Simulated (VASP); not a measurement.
# Si16Ge (a cell with a defect) in VASP: notebook

Runs on Si16Ge (a cell with a defect). Level: PBEsol. Tasks: single point.

All numbers are computed with VASP 6.6.1; they aren't measurements. Logs are shortened: lines on timing, memory, paths and dates and some standing lists are left out, and cuts for length are marked.

**1. The cell of the first run**

The cell holds a defect, 17 atoms: a = 7.679 Å, b = 7.679 Å, c = 7.679 Å, α = 60.00°, β = 60.00°, γ = 60.00°.

**2. Single point, PBEsol**

Contents of INCAR:

```
SYSTEM = Si16Ge
PREC     = Accurate       ! precision mode
ENCUT    = 520            ! plane-wave cutoff, eV
EDIFF    = 1E-7           ! SCF threshold, eV
ISMEAR   = 0              ! smearing method
SIGMA    = 0.02           ! smearing width, eV
LREAL    = Auto         
LASPH    = .TRUE.         ! aspherical terms in the spheres
NELM     = 100            ! most SCF steps
ALGO     = Normal         ! electronic algorithm
ISIF     = 2              ! what is computed and relaxed
LWAVE    = .FALSE.        ! write WAVECAR
LCHARG   = .FALSE.        ! write CHGCAR
GGA      = PS             ! functional
NBANDS   = 53             ! bands
```

Contents of KPOINTS:

```
Automatic mesh
0
G
  2 2 2
  0 0 0
```

Contents of POSCAR:

```
Si16Ge
1.0
    0.0000000000      5.4300000000      5.4300000000
    5.4300000000      0.0000000000      5.4300000000
    5.4300000000      5.4300000000      0.0000000000
Si Ge
16 1
Direct
    0.0591817680     -0.0194272560     -0.0193569061
    0.1332273481      0.1292991713      0.1293883057
   -0.0108976059      0.0113243094      0.5004425414
    0.1330674954      0.1295518416      0.6092245856
   -0.0108887661      0.5003581952      0.0114073665
    0.1330744015      0.6091528545      0.1296292818
   -0.0109846225      0.5003363720      0.5004139042
    0.0864875691      0.6381503683      0.6382319521
    0.5117022099      0.0112876611      0.0113913444
    0.6880004604      0.1042113260      0.1042848066
    0.5113087477      0.0122651013      0.4663461326
    0.6177203499      0.1479593923      0.6178107735
    0.5113151934      0.4662719153      0.0123512891
    0.6177237569      0.6177241252      0.1480438306
    0.4599539595      0.5136416206      0.5137257827
    0.6178061694      0.6175787293      0.6176654696
    0.4604987109      0.8463780847      0.8464340700
```

Potentials or basis: VASP PAW PBE potentials, release 64 (Si, Ge_d).

Run with:

```console
cat potpaw_PBE.64/Si/POTCAR potpaw_PBE.64/Ge_d/POTCAR > POTCAR
mpirun -np 1 vasp_std > vasp.out
```

OUTCAR:

```text
SYSTEM = Si16Ge
   PREC = Accurate
   ENCUT = 520
   EDIFF = 1E-7
   ISMEAR = 0
   LREAL = Auto
   LASPH = .TRUE.
   NELM = 100
   ISIF = 2
   GGA = PS

 ion  position               nearest neighbor table
   1  0.059  0.981  0.981-  10 2.33   4 2.35   6 2.35   2 2.35  17 2.52
   2  0.133  0.129  0.129-   3 2.33   5 2.33   1 2.35   9 2.38
   3  0.989  0.011  0.500-  12 2.33   4 2.33   2 2.33   8 2.35
   4  0.133  0.130  0.609-   7 2.33   3 2.33   1 2.35  11 2.37
   5  0.989  0.500  0.011-  14 2.33   6 2.33   2 2.33   8 2.35
   6  0.133  0.609  0.130-   7 2.33   5 2.33   1 2.35  13 2.37
   7  0.989  0.500  0.500-   4 2.33   6 2.33  16 2.33   8 2.35
   8  0.086  0.638  0.638-  15 2.34   7 2.35   3 2.35   5 2.35
   9  0.512  0.011  0.011-  10 2.30   2 2.38  17 2.44  14 2.47  12 2.47
  10  0.688  0.104  0.104-   9 2.30  13 2.30  11 2.30   1 2.33
  11  0.511  0.012  0.466-  10 2.30   4 2.37  17 2.44  12 2.47  16 2.48
  12  0.618  0.148  0.618-  15 2.31   3 2.33  11 2.47   9 2.47  17 2.55
  13  0.511  0.466  0.012-  10 2.30   6 2.37  17 2.44  14 2.47  16 2.48
  14  0.618  0.618  0.148-  15 2.31   5 2.33  13 2.47   9 2.47  17 2.55
  15  0.460  0.514  0.514-  12 2.31  14 2.31  16 2.31   8 2.34
  16  0.618  0.618  0.618-  15 2.31   7 2.33  13 2.48  11 2.48  17 2.54
  17  0.460  0.846  0.846-  11 2.44  13 2.44   9 2.44   1 2.52  16 2.54  12 2.55  14 2.55

  LATTYP: Found a face centered cubic cell.
 ALAT       =    10.8600000000

  Lattice vectors:

 A1 = (   0.0000000000,   5.4300000000,   5.4300000000)
 A2 = (   5.4300000000,   0.0000000000,   5.4300000000)
 A3 = (   5.4300000000,   5.4300000000,   0.0000000000)

Analysis of symmetry for initial positions (statically):
=====================================================================
 Subroutine PRICEL returns:
 Original cell was already a primitive cell.

 Routine SETGRP: Setting up the symmetry group for a
 face centered cubic supercell.

 Subroutine GETGRP returns: Found  1 space group operations
 (whereof  1 operations were pure point group operations)
 out of a pool of 48 trial point group operations.

The static configuration has the point symmetry C_1 .

Analysis of symmetry for dynamics (positions and initial velocities):
=====================================================================
 Subroutine PRICEL returns:
 Original cell was already a primitive cell.

 Routine SETGRP: Setting up the symmetry group for a
 face centered cubic supercell.

 Subroutine GETGRP returns: Found  1 space group operations
 (whereof  1 operations were pure point group operations)
 out of a pool of 48 trial point group operations.

The dynamic configuration has the point symmetry C_1 .

 Subroutine INISYM returns: Found  1 space group operations
 (whereof  1 operations are pure point group operations),
 and found     1 'primitive' translations

----------------------------------------------------------------------------------------

                                     Primitive cell

  volume of cell :     320.2060

  direct lattice vectors                    reciprocal lattice vectors
     0.000000000  5.430000000  5.430000000    -0.092081031  0.092081031  0.092081031
     5.430000000  0.000000000  5.430000000     0.092081031 -0.092081031  0.092081031
     5.430000000  5.430000000  0.000000000     0.092081031  0.092081031 -0.092081031

  length of vectors
     7.679179644  7.679179644  7.679179644     0.159489025  0.159489025  0.159489025

  position of ions in fractional coordinates (direct lattice)
     0.059181768  0.980572744  0.980643094
     0.133227348  0.129299171  0.129388306
     0.989102394  0.011324309  0.500442541
     0.133067495  0.129551842  0.609224586
     0.989111234  0.500358195  0.011407367
     0.133074401  0.609152855  0.129629282
[... 9 lines left out ...]
     0.617806169  0.617578729  0.617665470
     0.460498711  0.846378085  0.846434070

  ion indices of the primitive-cell ions
   primitive index   ion index
                 1           1
                 2           2
                 3           3
                 4           4
                 5           5
                 6           6
[... 9 lines left out ...]
                16          16
                17          17

----------------------------------------------------------------------------------------

 KPOINTS: Automatic mesh

Automatic generation of k-mesh.
 Grid dimensions read from file:
 generate k-points for:    2    2    2

 Generating k-lattice:

  Cartesian coordinates                     Fractional coordinates (reciprocal lattice)
    -0.046040516  0.046040516  0.046040516     0.500000000  0.000000000  0.000000000
     0.046040516 -0.046040516  0.046040516     0.000000000  0.500000000  0.000000000
     0.046040516  0.046040516 -0.046040516     0.000000000  0.000000000  0.500000000

  Length of vectors
     0.079744512  0.079744512  0.079744512

  Shift w.r.t. Gamma in fractional coordinates (k-lattice)
     0.000000000  0.000000000  0.000000000

 Subroutine IBZKPT returns following result:
 ===========================================

 Found      8 irreducible k-points:

 Following reciprocal coordinates:
            Coordinates               Weight
  0.000000  0.000000  0.000000      1.000000
  0.500000  0.000000  0.000000      1.000000
  0.000000  0.500000  0.000000      1.000000
  0.000000  0.000000  0.500000      1.000000
  0.500000  0.500000  0.500000      1.000000
  0.500000  0.500000  0.000000      1.000000
  0.000000  0.500000  0.500000      1.000000
  0.500000  0.000000  0.500000      1.000000
   k-points           NKPTS =      8   k-points in BZ     NKDIM =      8   number of bands    NBANDS=     53
   number of dos      NEDOS =    301   number of ions     NIONS =     17
   total plane-waves  NPLWV = 216000
   dimension x,y,z NGX =    60 NGY =   60 NGZ =   60
   dimension x,y,z NGXF=   120 NGYF=  120 NGZF=  120
   ions per type =              16   1
   NGX,Y,Z   is equivalent  to a cutoff of  12.99, 12.99, 12.99 a.u.
   NGXF,Y,Z  is equivalent  to a cutoff of  25.98, 25.98, 25.98 a.u.
 SYSTEM =  Si16Ge
   PREC   = accura    normal or accurate (medium, high low for compatibility)
   ISTART =      0    job   : 0-new  1-cont  2-samecut
   ICHARG =      2    charge: 1-file 2-atom 10-const
   ISPIN  =      1    spin polarized calculation?
   LNONCOLLINEAR =      F non collinear calculations
   LSORBIT =      F    spin-orbit coupling
   LASPH  =      T    aspherical Exc in radial PAW
   ENCUT  =  520.0 eV  38.22 Ry    6.18 a.u.  14.28 14.28 14.28*2*pi/ulx,y,z
   NELM   =    100;   NELMIN=  2; NELMDL= -5     # of ELM steps
   EDIFF  = 0.1E-06   stopping-criterion for ELM
   LREAL  =      T    real-space projection
   EDIFFG = 0.1E-05   stopping-criterion for IOM
   NSW    =      0    number of steps for IOM
   IBRION =     -1    ionic relax: 0-MD 1-quasi-New 2-CG
   NFREE  =      0    steps in history (QN), initial steepest desc. (CG)
   ISIF   =      2    stress and relaxation
   ISYM   =      2    0-nonsym 1-usesym 2-fastsym
   POTIM  = 0.5000    time-step for ionic-motion
   TEBEG  =    0.0;   TEEND  =   0.0 temperature during run
   PSTRESS=    0.0 pullay stress
   NELECT =      78.0000    total number of electrons
   NUPDOWN=      -1.0000    fix difference up-down
   EMIN   =  10.00;   EMAX   =-10.00  energy-range for DOS
   EFERMI =   0.00;   METHOD = LEGACY
   ISMEAR =     0;   SIGMA  =   0.02  broadening in eV -4-tet -1-fermi 0-gaus
   EFERMI_NEDOS =   21; number of points for ismear=-14 and -15
   IALGO  =     38    algorithm
   IMIX   =      4    mixing-type and parameters
     AMIX     =   0.40;   BMIX     =  1.00
     AMIX_MAG =   1.60;   BMIX_MAG =  1.00
  volume/ion in A,a.u.               =      18.84       127.11
  Fermi-wavevector in a.u.,A,eV,Ry     =   1.022421  1.932096 14.222785  1.045345
  Thomas-Fermi vector in A             =   2.156100
   LORBIT       =      0    0 simple, 1 ext, 2 COOP (PROOUT), +10 PAW based schemes
   GGA     = PS    functional components
   LHFCALC =     F    Hartree Fock is set to
   AEXX    =    0.0000 exact exchange contribution
   IVDW    =     0    specifies the selected vdW correction
   LEPSILON=     F    determine dielectric tensor
   LRPA    =     F    only Hartree local field effects (RPA)
 non-spin polarized calculation
 Gauss-broadening in eV      SIGMA  =   0.02
  energy-cutoff  :      520.00
  volume of cell :      320.21
 maximum number of plane-waves:      8646
 NGX is ok and might be reduce to    60
   NGX = 29   NGY = 29   NGZ = 29

 number of electron      78.0000000 magnetization

 Free energy of the ion-electron system (eV)
  ---------------------------------------------------
  ext. energy  EPLUGINS =         0.00000000
  ---------------------------------------------------
  free energy    TOTEN  =       -92.49981476 eV

  energy without entropy =      -92.49597697  energy(sigma->0) =      -92.49789587

 E-fermi :   6.7901     XC(G=0):  -9.8979

 val. band max:        6.6914650616   @ k =   0.5000   0.5000   0.5000
 cond. band min:       6.7951686231   @ k =   0.5000   0.0000   0.5000
 fundamental gap:      0.1037035616
 Fermi energy:         6.7900775102

 k-point     1 :       0.0000    0.0000    0.0000
  band No.  band energies     occupation
      1     -18.1944      2.00000
      2     -18.1942      2.00000
      3     -18.1864      2.00000
      4     -18.1675      2.00000
      5     -18.1661      2.00000
      6      -6.5276      2.00000
[... 43 lines left out ...]
     50       8.2107      0.00000
     51       8.7933      0.00000

 k-point     2 :       0.5000    0.0000    0.0000
  band No.  band energies     occupation
      1     -18.1944      2.00000
      2     -18.1942      2.00000
      3     -18.1864      2.00000
      4     -18.1675      2.00000
      5     -18.1661      2.00000
      6      -6.2032      2.00000
[... 316 lines left out ...]
 k-point     8 :       0.5000    0.0000    0.5000
  band No.  band energies     occupation
      1     -18.1944      2.00000
      2     -18.1942      2.00000
      3     -18.1864      2.00000
      4     -18.1675      2.00000
      5     -18.1661      2.00000
      6      -6.0611      2.00000
[... 43 lines left out ...]
     50      10.2177      0.00000
     51      10.3695      0.00000
 [bands above 51 left out]

------------------------ aborting loop because EDIFF is reached ----------------------------------------

  FORCE on cell =-STRESS in cart. coord.  units (eV):
  Direction    XX          YY          ZZ          XY          YZ          ZX
  --------------------------------------------------------------------------------------
  -------------------------------------------------------------------------------------
  Total        8.0667994      7.9032473      7.9073121      1.3562666     -1.3566034      1.3565655
  in kB       40.3628992     39.5445531     39.5648917      6.7861921     -6.7878774      6.7876881
  external PRESSURE =      39.8241146 kB  Pullay stress =       0.0000000 kB

 VOLUME and BASIS-vectors are now :
 -----------------------------------------------------------------------------
  energy-cutoff  :      520.00
  volume of cell :      320.21
      direct lattice vectors                 reciprocal lattice vectors
     0.000000000  5.430000000  5.430000000    -0.092081031  0.092081031  0.092081031
     5.430000000  0.000000000  5.430000000     0.092081031 -0.092081031  0.092081031
     5.430000000  5.430000000  0.000000000     0.092081031  0.092081031 -0.092081031

 POSITION                                       TOTAL-FORCE (eV/Angst)
 -----------------------------------------------------------------------------------
     10.64940      5.64625      5.64587         0.117735     -0.109805     -0.109592
      1.40467      1.42600      1.42552        -0.053047     -0.001811     -0.002064
      2.77889      8.08823      5.43232        -0.018337      0.006475      0.056131
      4.01156      4.03065      1.42602         0.005877      0.044803     -0.008372
      2.77889      5.43282      8.08782        -0.018415      0.056652      0.006677
      4.01159      1.42648      4.03029         0.005562     -0.008485      0.045170
[... 9 lines left out ...]
      6.70738      6.70861      6.70814        -0.061315      0.016643      0.016373
      9.19197      7.09665      7.09634         0.277327     -0.259798     -0.260264
 -----------------------------------------------------------------------------------
    total drift:                               -0.001809     -0.000738     -0.000570

  FREE ENERGIE OF THE ION-ELECTRON SYSTEM (eV)
  ---------------------------------------------------
  free  energy   TOTEN  =       -92.4998147648 eV

  energy  without entropy=      -92.4959769711  energy(sigma->0) =      -92.49789587
```

Run time: 2.2 min. Hardware: 1 thread of Intel Xeon 6975P-C (Granite Rapids), shared host; peak memory 0.49 GiB.

What came out:

```yaml
Free_energy: -92.4998 eV
Pressure: 4.0 GPa
Largest_force: 0.461 eV/Å
Band_gap_on_the_k_mesh: zero (band 39 reaches 6.80 eV, above the bottom of band 40 at 6.62 eV)
```

Forces in eV/Å, atoms in the order of the input:
```
Si   0.118 -0.110 -0.110
Si  -0.053 -0.002 -0.002
Si  -0.018  0.006  0.056
Si   0.006  0.045 -0.008
Si  -0.018  0.057  0.007
Si   0.006 -0.008  0.045
Si  -0.047  0.013  0.012
Si  -0.033  0.039  0.039
Si  -0.168 -0.022 -0.022
Si   0.064 -0.067 -0.067
Si   0.008  0.167 -0.012
Si  -0.018  0.023  0.062
Si   0.008 -0.012  0.167
Si  -0.019  0.062  0.024
Si  -0.050  0.053  0.052
Si  -0.061  0.017  0.016
Ge   0.277 -0.260 -0.260
```

Caveat: the k points lie up to 0.50 Å⁻¹ apart; the PAW data sets were made with another functional, which shifts forces and pressure a little.

[end of part 1 of 3]
